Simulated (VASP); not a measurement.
# PbO (P4/nmm) in VASP: a series of runs

Runs on PbO. Level: PBE. Tasks: single point.

Everything below comes from runs of VASP 6.6.1. Logs are shortened: lines on timing, memory, paths and dates and some standing lists are left out, and cuts for length are marked.

### Step 1. The cell of the first run

It takes space group P4/nmm (No. 129, tetragonal). The conventional cell has a = 3.915 Å, b = 3.915 Å, c = 5.173 Å, α = 90.00°, β = 90.00°, γ = 90.00°. Pb (site symmetry 4mm) has 4 O at 2.30 Å within 3.0 Å. O (site symmetry -4m2) has 4 Pb at 2.30 Å and 4 O at 2.77 Å within 3.0 Å.

### Step 2. Single point, PBE (strain -0.015 along x and y, +0.030 along z)

Input file INCAR:

```
SYSTEM = PbO
ALGO = Normal
EDIFF = 1E-7
ENCUT = 520
GGA = PE
ISIF = 2
ISMEAR = 0
LASPH = .True.
LCHARG = .False.
LREAL = .False.
LWAVE = .False.
NBANDS = 28
NELM = 80
PREC = Accurate
SIGMA = 0.05
```

Input file KPOINTS:

```
k-points
0
Gamma
  8 8 6
  0 0 0
```

Input file POSCAR:

```
PbO
1.0
    3.9147840000      0.0000000000      0.0000000000
    0.0000000000      3.9147840000      0.0000000000
    0.0000000000      0.0000000000      5.1726600000
Pb O
2 2
Direct
    0.0000000000      0.5000000000      0.2351000000
    0.5000000000      0.0000000000      0.7649000000
    0.0000000000      0.0000000000      0.0000000000
    0.5000000000      0.5000000000      0.0000000000
```

Potentials or basis: VASP PAW PBE potentials, release 64 (Pb_d, O).

The run is started by

```sh
> cat potpaw_PBE.64/Pb_d/POTCAR potpaw_PBE.64/O/POTCAR > POTCAR
> mpirun -np 1 vasp_std > vasp.out
```

OUTCAR:

```text
SYSTEM = PbO
   EDIFF = 1E-7
   ENCUT = 520
   GGA = PE
   ISIF = 2
   ISMEAR = 0
   LASPH = .True.
   LREAL = .False.
   NELM = 80
   PREC = Accurate

 ion  position               nearest neighbor table
   1  0.000  0.500  0.235-   3 2.30   4 2.30   3 2.30   4 2.30   2 3.68   2 3.68   2 3.68   2 3.68
                             2 3.90   2 3.90   2 3.90   2 3.90
   2  0.500  0.000  0.765-   3 2.30   4 2.30   4 2.30   3 2.30   1 3.68   1 3.68   1 3.68   1 3.68
                             1 3.90   1 3.90   1 3.90   1 3.90
   3  0.000  0.000  0.000-   1 2.30   2 2.30   1 2.30   2 2.30
   4  0.500  0.500  0.000-   1 2.30   2 2.30   2 2.30   1 2.30

  LATTYP: Found a simple tetragonal cell.
 ALAT       =     3.9147840000
 C/A-ratio  =     1.3213142794

  Lattice vectors:

 A1 = (   3.9147840000,   0.0000000000,   0.0000000000)
 A2 = (   0.0000000000,   3.9147840000,   0.0000000000)
 A3 = (   0.0000000000,   0.0000000000,   5.1726600000)

Analysis of symmetry for initial positions (statically):
=====================================================================
 Subroutine PRICEL returns:
 Original cell was already a primitive cell.

 Routine SETGRP: Setting up the symmetry group for a
 simple tetragonal supercell.

 Subroutine GETGRP returns: Found 16 space group operations
 (whereof  8 operations were pure point group operations)
 out of a pool of 16 trial point group operations.

The static configuration has the point symmetry D_2d.
 The point group associated with its full space group is D_4h.

Analysis of symmetry for dynamics (positions and initial velocities):
=====================================================================
 Subroutine PRICEL returns:
 Original cell was already a primitive cell.

 Routine SETGRP: Setting up the symmetry group for a
 simple tetragonal supercell.

 Subroutine GETGRP returns: Found 16 space group operations
 (whereof  8 operations were pure point group operations)
 out of a pool of 16 trial point group operations.

The dynamic configuration has the point symmetry D_2d.
 The point group associated with its full space group is D_4h.

 Subroutine INISYM returns: Found 16 space group operations
 (whereof  8 operations are pure point group operations),
 and found     1 'primitive' translations

----------------------------------------------------------------------------------------

                                     Primitive cell

  volume of cell :      79.2738

  direct lattice vectors                    reciprocal lattice vectors
     3.914784000  0.000000000  0.000000000     0.255441935  0.000000000  0.000000000
     0.000000000  3.914784000  0.000000000     0.000000000  0.255441935  0.000000000
     0.000000000  0.000000000  5.172660000     0.000000000  0.000000000  0.193324131

  length of vectors
     3.914784000  3.914784000  5.172660000     0.255441935  0.255441935  0.193324131

  position of ions in fractional coordinates (direct lattice)
     0.000000000  0.500000000  0.235100000
     0.500000000  0.000000000  0.764900000
     0.000000000  0.000000000  0.000000000
     0.500000000  0.500000000  0.000000000

  ion indices of the primitive-cell ions
   primitive index   ion index
                 1           1
                 2           2
                 3           3
                 4           4

----------------------------------------------------------------------------------------

 KPOINTS: k-points

Automatic generation of k-mesh.
 Grid dimensions read from file:
 generate k-points for:    8    8    6

 Generating k-lattice:

  Cartesian coordinates                     Fractional coordinates (reciprocal lattice)
     0.031930242  0.000000000  0.000000000     0.125000000  0.000000000  0.000000000
     0.000000000  0.031930242  0.000000000     0.000000000  0.125000000  0.000000000
     0.000000000  0.000000000  0.032220689     0.000000000  0.000000000  0.166666667

  Length of vectors
     0.031930242  0.031930242  0.032220689

  Shift w.r.t. Gamma in fractional coordinates (k-lattice)
     0.000000000  0.000000000  0.000000000

 Subroutine IBZKPT returns following result:
 ===========================================

 Found     60 irreducible k-points:

 Following reciprocal coordinates:
            Coordinates               Weight
  0.000000  0.000000  0.000000      1.000000
  0.125000  0.000000  0.000000      4.000000
  0.250000  0.000000  0.000000      4.000000
  0.375000  0.000000  0.000000      4.000000
  0.500000  0.000000  0.000000      2.000000
  0.125000  0.125000  0.000000      4.000000
[... 16 lines left out ...]
  0.375000  0.125000  0.166667     16.000000
  0.500000  0.125000  0.166667      8.000000
 [... further k-points ...]
   k-points           NKPTS =     60   k-points in BZ     NKDIM =     60   number of bands    NBANDS=     28
   number of dos      NEDOS =    301   number of ions     NIONS =      4
   total plane-waves  NPLWV =  36000
   dimension x,y,z NGX =    30 NGY =   30 NGZ =   40
   dimension x,y,z NGXF=    60 NGYF=   60 NGZF=   80
   ions per type =               2   2
   NGX,Y,Z   is equivalent  to a cutoff of  12.74, 12.74, 12.86 a.u.
   NGXF,Y,Z  is equivalent  to a cutoff of  25.48, 25.48, 25.71 a.u.
 SYSTEM =  PbO
   PREC   = accura    normal or accurate (medium, high low for compatibility)
   ISTART =      0    job   : 0-new  1-cont  2-samecut
   ICHARG =      2    charge: 1-file 2-atom 10-const
   ISPIN  =      1    spin polarized calculation?
   LNONCOLLINEAR =      F non collinear calculations
   LSORBIT =      F    spin-orbit coupling
   LASPH  =      T    aspherical Exc in radial PAW
   ENCUT  =  520.0 eV  38.22 Ry    6.18 a.u.   7.28  7.28  9.62*2*pi/ulx,y,z
   NELM   =     80;   NELMIN=  2; NELMDL= -5     # of ELM steps
   EDIFF  = 0.1E-06   stopping-criterion for ELM
   LREAL  =      F    real-space projection
   EDIFFG = 0.1E-05   stopping-criterion for IOM
   NSW    =      0    number of steps for IOM
   IBRION =     -1    ionic relax: 0-MD 1-quasi-New 2-CG
   NFREE  =      0    steps in history (QN), initial steepest desc. (CG)
   ISIF   =      2    stress and relaxation
   ISYM   =      2    0-nonsym 1-usesym 2-fastsym
   POTIM  = 0.5000    time-step for ionic-motion
   TEBEG  =    0.0;   TEEND  =   0.0 temperature during run
   PSTRESS=    0.0 pullay stress
   NELECT =      40.0000    total number of electrons
   NUPDOWN=      -1.0000    fix difference up-down
   EMIN   =  10.00;   EMAX   =-10.00  energy-range for DOS
   EFERMI =   0.00;   METHOD = LEGACY
   ISMEAR =     0;   SIGMA  =   0.05  broadening in eV -4-tet -1-fermi 0-gaus
   EFERMI_NEDOS =   21; number of points for ismear=-14 and -15
   IALGO  =     38    algorithm
   IMIX   =      4    mixing-type and parameters
     AMIX     =   0.40;   BMIX     =  1.00
     AMIX_MAG =   1.60;   BMIX_MAG =  1.00
  volume/ion in A,a.u.               =      19.82       133.74
  Fermi-wavevector in a.u.,A,eV,Ry     =   1.303322  2.462921 23.111504  1.698648
  Thomas-Fermi vector in A             =   2.434331
   LORBIT       =      0    0 simple, 1 ext, 2 COOP (PROOUT), +10 PAW based schemes
   GGA     = PE    functional components
   LHFCALC =     F    Hartree Fock is set to
   AEXX    =    0.0000 exact exchange contribution
   IVDW    =     0    specifies the selected vdW correction
   LEPSILON=     F    determine dielectric tensor
   LRPA    =     F    only Hartree local field effects (RPA)
 non-spin polarized calculation
 Gauss-broadening in eV      SIGMA  =   0.05
  energy-cutoff  :      520.00
  volume of cell :       79.27
 maximum number of plane-waves:      2158
 NGX is ok and might be reduce to    30
   NGX = 15   NGY = 15   NGZ = 19

 number of electron      39.9999996 magnetization

 Free energy of the ion-electron system (eV)
  ---------------------------------------------------
  ext. energy  EPLUGINS =         0.00000000
  ---------------------------------------------------
  free energy    TOTEN  =       -21.37952127 eV

  energy without entropy =      -21.37952127  energy(sigma->0) =      -21.37952127

 E-fermi :   5.5845     XC(G=0):  -9.8311

 val. band max:        5.3057843019   @ k =   0.0000   0.0000   0.0000
 cond. band min:       6.4363770530   @ k =   0.5000   0.5000   0.0000
 fundamental gap:      1.1305927510
 Fermi energy:         5.5845300574

 k-point     1 :       0.0000    0.0000    0.0000
  band No.  band energies     occupation
      1     -13.3386      2.00000
      2     -12.6985      2.00000
      3     -10.8303      2.00000
      4     -10.8303      2.00000
      5     -10.7849      2.00000
      6     -10.7614      2.00000
[... 20 lines left out ...]
     27      12.7600      0.00000
     28      13.3652      0.00000

 k-point     2 :       0.1250    0.0000    0.0000
  band No.  band energies     occupation
      1     -13.3021      2.00000
      2     -12.7143      2.00000
      3     -10.8231      2.00000
      4     -10.8229      2.00000
      5     -10.7736      2.00000
      6     -10.7489      2.00000
[... 20 lines left out ...]
     27      13.0285      0.00000
     28      14.4654      0.00000

 k-point     3 :       0.2500    0.0000    0.0000
  band No.  band energies     occupation
      1     -13.2061      2.00000
      2     -12.7632      2.00000
      3     -10.8025      2.00000
      4     -10.8021      2.00000
      5     -10.7448      2.00000
      6     -10.7131      2.00000
[... 20 lines left out ...]
     27      13.3274      0.00000
     28      16.3879      0.00000

 k-point     4 :       0.3750    0.0000    0.0000
  band No.  band energies     occupation
      1     -13.0811      2.00000
      2     -12.8456      2.00000
      3     -10.7740      2.00000
      4     -10.7731      2.00000
      5     -10.7313      2.00000
      6     -10.7164      2.00000
[... 20 lines left out ...]
     27      13.8015      0.00000
     28      15.8197      0.00000

 k-point     5 :       0.5000    0.0000    0.0000
  band No.  band energies     occupation
      1     -12.9553      2.00000
      2     -12.9553      2.00000
      3     -10.7456      2.00000
      4     -10.7456      2.00000
      5     -10.7437      2.00000
      6     -10.7437      2.00000
[... 20 lines left out ...]
     27      14.6084      0.00000
     28      14.6084      0.00000

 k-point     6 :       0.1250    0.1250    0.0000
  band No.  band energies     occupation
      1     -13.2683      2.00000
      2     -12.7288      2.00000
      3     -10.8277      2.00000
      4     -10.8022      2.00000
      5     -10.7643      2.00000
      6     -10.7377      2.00000
[... 463 lines left out ...]
      5     -10.7686      2.00000
      6     -10.7307      2.00000
[... 20 lines left out ...]
     27      13.7445      0.00000
     28      14.9415      0.00000

 k-point    22 :       0.2500    0.1250    0.1667
  band No.  band energies     occupation
      1     -13.1791      2.00000
      2     -12.7731      2.00000
      3     -10.8032      2.00000
      4     -10.7784      2.00000
      5     -10.7417      2.00000
      6     -10.7026      2.00000
[... 20 lines left out ...]
     27      14.3277      0.00000
     28      15.7237      0.00000

 k-point    23 :       0.3750    0.1250    0.1667
  band No.  band energies     occupation
      1     -13.0666      2.00000
      2     -12.8507      2.00000
      3     -10.7799      2.00000
      4     -10.7576      2.00000
      5     -10.7306      2.00000
      6     -10.7099      2.00000
[... 20 lines left out ...]
     27      14.5098      0.00000
     28      15.0474      0.00000

 k-point    24 :       0.5000    0.1250    0.1667
  band No.  band energies     occupation
      1     -12.9521      2.00000
      2     -12.9521      2.00000
      3     -10.7584      2.00000
      4     -10.7584      2.00000
      5     -10.7256      2.00000
      6     -10.7256      2.00000
[... 20 lines left out ...]
     27      14.7261      0.00000
     28      14.7261      0.00000

 [... further k-points ...]

------------------------ aborting loop because EDIFF is reached ----------------------------------------

  FORCE on cell =-STRESS in cart. coord.  units (eV):
  Direction    XX          YY          ZZ          XY          YZ          ZX
  --------------------------------------------------------------------------------------
  -------------------------------------------------------------------------------------
  Total        3.2042626      3.2042626      1.6718423      0.0000000     -0.0000000      0.0000000
  in kB       64.7603426     64.7603426     33.7890778      0.0000000     -0.0000000      0.0000000
  external PRESSURE =      54.4365876 kB  Pullay stress =       0.0000000 kB

 VOLUME and BASIS-vectors are now :
 -----------------------------------------------------------------------------
  energy-cutoff  :      520.00
  volume of cell :       79.27
      direct lattice vectors                 reciprocal lattice vectors
     3.914784000  0.000000000  0.000000000     0.255441935  0.000000000  0.000000000
     0.000000000  3.914784000  0.000000000     0.000000000  0.255441935  0.000000000
     0.000000000  0.000000000  5.172660000     0.000000000  0.000000000  0.193324131

 POSITION                                       TOTAL-FORCE (eV/Angst)
 -----------------------------------------------------------------------------------
      0.00000      1.95739      1.21609         0.000000     -0.000000      0.320200
      1.95739      0.00000      3.95657         0.000000     -0.000000     -0.320200
      0.00000      0.00000      0.00000         0.000000      0.000000     -0.000000
      1.95739      1.95739      0.00000        -0.000000     -0.000000     -0.000000
 -----------------------------------------------------------------------------------
    total drift:                                0.000000      0.000000     -0.000000

  FREE ENERGIE OF THE ION-ELECTRON SYSTEM (eV)
  ---------------------------------------------------
  free  energy   TOTEN  =       -21.3795212679 eV

  energy  without entropy=      -21.3795212679  energy(sigma->0) =      -21.37952127
```

It took 62 s on 1 thread of Intel Xeon 6975P-C (Granite Rapids), shared host; peak memory 0.25 GiB.

What came out:

| Item | Value |
| --- | --- |
| Free energy | -21.3795 eV |
| Pressure | 5.4 GPa |
| Largest force | 0.320 eV/Å |
| Band gap on the k mesh | 1.13 eV, indirect (least direct gap 2.21 eV) |

Forces on the atoms (eV/Å):
```
Pb   0.000  0.000  0.320
Pb   0.000  0.000 -0.320
O    0.000  0.000  0.000
O    0.000  0.000  0.000
```

Levels at points of the mesh, in eV from the valence-band top:
```csv
k point,band 18,band 19,band 20,band 21,band 22,band 23
"(0.00, 0.00, 0.00)",-1.69,-1.69,0.00,2.33,5.28,5.68
"(0.50, 0.00, 0.00)",-3.09,-1.86,-1.86,3.22,3.22,6.52
"(0.50, 0.50, 0.00)",-1.88,-1.08,-1.08,1.13,1.13,5.09
"(0.00, 0.00, 0.50)",-1.71,-1.71,-1.29,2.13,4.06,4.06
"(0.50, 0.00, 0.50)",-3.06,-1.19,-1.19,2.89,2.89,6.42
"(0.50, 0.50, 0.50)",-2.35,-1.08,-1.08,3.29,3.29,4.45
```

Caveat: the cell differs from its parent crystal (strain -0.015 along x and y, +0.030 along z); spin-orbit coupling is left out, which moves the levels of the heavy elements. A k mesh can miss the band edges.

(Part 1 of 2 ends here.)
